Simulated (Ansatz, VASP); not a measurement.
## CoW3 in VASP and in Ansatz

File INCAR:

```
PREC = Accurate
ENCUT = 520
EDIFF = 1E-7
ISMEAR = 0
SIGMA = 0.15
LREAL = F
LASPH = T
NELM = 60
ALGO = Fast
ISIF = 2
LWAVE = F
LCHARG = F
GGA = PS
NBANDS = 34
```

File KPOINTS:

```
regular mesh
0
Gamma
  12 12 12
```

File POSCAR:

```
CoW3
1.0
    3.8582449768      0.0000000000      0.0000000000
    0.0000000000      3.8582449768      0.0000000000
    0.0000000000      0.0000000000      3.7617888524
Co W
1 3
Direct
    0.0000000000      0.0000000000      0.0000000000
    0.0000000000      0.5000000000      0.5000000000
    0.5000000000      0.0000000000      0.5000000000
    0.5000000000      0.5000000000      0.0000000000
```

Input for Ansatz:

```yaml
crystal:
  lattice:
    - [3.8582449768, 0.0, 0.0]
    - [0.0, 3.8582449768, 0.0]
    - [0.0, 0.0, 3.7617888524]
  atoms:
    - { symbol: Co, position: [0.0, 0.0, 0.0] }
    - { symbol: W, position: [0.0, 0.5, 0.5] }
    - { symbol: W, position: [0.5, 0.0, 0.5] }
    - { symbol: W, position: [0.5, 0.5, 0.0] }
basis:
  ecutwfc: 420
kpoints:
  mp_grid: { grid: [12, 12, 12] }
hamiltonian:
  xc: pbesol
scf:
  occupations: { method: gaussian, width: 0.15 }
output:
  forces: true
  stress: true
  eigenvalues: true
  write_density: true
  write_potential: true
  elf: true
  volumetric_format: npy
```

Change from the starting cell: strain +0.000 along x and y, -0.025 along z, atoms carried along.

Alike in both runs: task single point; functional PBEsol; k mesh 12 × 12 × 12; occupations gaussian, width 0.15 eV; no spin polarisation.

|  | VASP | Ansatz |
| --- | --- | --- |
| version | VASP 6.6.1 | Ansatz 0.2.0 |
| potentials or method | VASP PAW PBE potentials, release 64 (Co, W_sv), cutoff 520 eV | scalar-relativistic, plane waves, PAW |
| valence electrons in the cell | 51 | 59 |

```csv
,VASP,Ansatz,Ansatz less VASP
gap on the k mesh at the Fermi level (eV),none,none,-
pressure (GPa),8.7,8.0,-0.69
"traceless stress, the component that is largest in VASP (GPa)",0.53,0.58,+0.048
```

VASP's potentials were made for PBE, not for PBEsol. A gap of «none» marks a metal or a gap that the smearing closes. With one functional, cell and mesh, what is left measures potentials, basis and numerics. VASP's potentials hold 51 valence electrons a cell and Ansatz's 59, so a difference there can come from the potentials and not from the codes.

Neither program's run includes spin-orbit coupling.
